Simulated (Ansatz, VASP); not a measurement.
## Ge in VASP and in Ansatz

The input INCAR:

```
SYSTEM = Ge
  PREC = Accurate
  ENCUT = 520
  EDIFF = 1E-6
  ISMEAR = 0
  SIGMA = 0.1
  LREAL = .False.
  LASPH = .True.
  NELM = 100
  ALGO = Fast
  ISIF = 2
  LWAVE = .False.
  LCHARG = .False.
  GGA = PE
  NBANDS = 21
```

File KPOINTS:

```
Automatic mesh
0
Gamma
  16 16 16
  0 0 0
```

Contents of POSCAR:

```
Ge
1.0
   -2.5343534243      2.5343534243      1.2917822215
    2.5343534243     -2.5343534243      1.2917822215
    2.5343534243      2.5343534243     -1.2917822215
Ge
2
Direct
    0.2500000000      0.7500000000      0.5000000000
    0.5000000000      0.5000000000      0.0000000000
```

Input for Ansatz:

```yaml
crystal:
  lattice:
    - [-2.5343534243, 2.5343534243, 1.2917822215]
    - [2.5343534243, -2.5343534243, 1.2917822215]
    - [2.5343534243, 2.5343534243, -1.2917822215]
  atoms:
    - { symbol: Ge, position: [0.25, 0.75, 0.5] }
    - { symbol: Ge, position: [0.5, 0.5, 0.0] }
basis:
  ecutwfc: 420
kpoints:
  mp_grid: { grid: [16, 16, 16] }
hamiltonian:
  xc: pbe
scf:
  occupations: { method: gaussian, width: 0.1 }
output:
  forces: true
  stress: true
  eigenvalues: true
```

Alike in both runs: task single point; functional PBE; k mesh 16 × 16 × 16; occupations gaussian, width 0.1 eV; no spin polarisation.

|  | VASP | Ansatz |
| --- | --- | --- |
| version | VASP 6.6.1 | Ansatz 0.2.0 |
| potentials or method | VASP PAW PBE potentials, release 64 (Ge_d), cutoff 520 eV | scalar-relativistic, plane waves, PAW |
| valence electrons in the cell | 28 | 28 |

```tsv
	VASP	Ansatz	Ansatz less VASP
gap on the k mesh at the Fermi level (eV)	none	none	-
pressure (GPa)	15.2	15.2	-0.03
traceless stress, the component that is largest in VASP (GPa)	7.70	7.69	-0.008
```

A gap of «none» marks a metal or a gap that the smearing closes. With one functional, cell and mesh, what is left measures potentials, basis and numerics.
